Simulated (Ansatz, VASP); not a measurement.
**One calculation of Mo, two programs**

File INCAR:

```
SYSTEM = Mo
PREC = Accurate
ENCUT = 600
EDIFF = 1E-7
ISMEAR = -1
SIGMA = 0.08
LREAL = .FALSE.
LASPH = .TRUE.
NELM = 100
ALGO = Normal
ISIF = 3
LWAVE = .FALSE.
LCHARG = .FALSE.
GGA = PS
IBRION = 2
NSW = 60
EDIFFG = -0.005
```

The input KPOINTS:

```
Automatic mesh
0
G
  17 17 17
  0 0 0
```

POSCAR

```
Mo
1.0
   -1.5733879534      1.5733879534      1.5733879534
    1.5733879534     -1.5733879534      1.5733879534
    1.5733879534      1.5733879534     -1.5733879534
Mo
1
Direct
    0.0000000000      0.0000000000      0.0000000000
```

Input for Ansatz:

```yaml
crystal:
  lattice:
    - [-1.5733879534, 1.5733879534, 1.5733879534]
    - [1.5733879534, -1.5733879534, 1.5733879534]
    - [1.5733879534, 1.5733879534, -1.5733879534]
  atoms:
    - { symbol: Mo, position: [0.0, 0.0, 0.0] }
kpoints:
  mp_grid: { grid: [17, 17, 17] }
scf:
  occupations: { method: fermi_dirac, width: 0.08 }
hamiltonian:
  xc: pbesol
  pseudopotentials: { kind: paw }
output:
  forces: true
  stress: true
relax:
  f_tol: 0.005
  max_steps: 40
  cell: {}
```

Alike in both runs: task relaxation of cell and atoms; functional PBEsol; k mesh 17 × 17 × 17; occupations fermi-dirac, width 0.08 eV; no spin polarisation.

```csv
,VASP,Ansatz
version,VASP 6.6.1,Ansatz 0.2.0
potentials or method,"VASP PAW PBE potentials, release 64 (Mo_sv)","PAW with Ansatz's default frozen-core files, scalar-relativistic"
plane-wave cutoff (eV),600,420
valence electrons in the cell,14,14
```

Ansatz gave:

- relaxed volume (Å³/atom): 15.33
- relaxed cell length with the largest relative difference (Å): 2.711

Problem. Which values does VASP return?

Solution. Relaxed volume (Å³/atom): 15.36; relaxed cell length with the largest relative difference (Å): 2.712.

VASP's potentials were made for PBE, not for PBEsol.
